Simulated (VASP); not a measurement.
Input of a VASP 6.6.1 run:

Contents of INCAR:

```
SYSTEM = ZnCu
PREC = Accurate
ENCUT = 520
EDIFF = 1E-6
ISMEAR = 0
SIGMA = 0.15
LREAL = .FALSE.
LASPH = .TRUE.
NELM = 100
ALGO = Normal
ISIF = 2
LWAVE = .FALSE.
LCHARG = .FALSE.
GGA = PE
NBANDS = 18
```

KPOINTS

```
regular mesh
0
G
  20 20 12
  0 0 0
```

File POSCAR:

```
ZnCu
1.0
    1.4880390000     -2.1212790000      0.0000000000
    1.4880390000      2.1212790000      0.0000000000
    0.0000000000      0.0000000000      4.1407460000
Zn Cu
1 1
Direct
    0.5000000000      0.5000000000      0.5000000000
   -0.0354634714     -0.2021333864      0.0000000000
```

Potentials or basis: VASP PAW PBE potentials, release 64 (Zn, Cu).

Launch:

```sh
$ cat potpaw_PBE.64/Zn/POTCAR potpaw_PBE.64/Cu/POTCAR > POTCAR
$ mpirun -np 1 vasp_std > vasp.out
```

Q: Estimate the pressure.

A: 4.4 GPa.

Q: Predict the largest force.

A: 0.873 eV/Å.

Forces on the atoms (eV/Å):
```
Zn  -0.861  0.146  0.000
Cu   0.861 -0.146  0.000
```

Caveat: the cell differs from its parent crystal (all Cu atoms moved -0.500 Å, as atom 2 along Cartesian [1 1 0]).
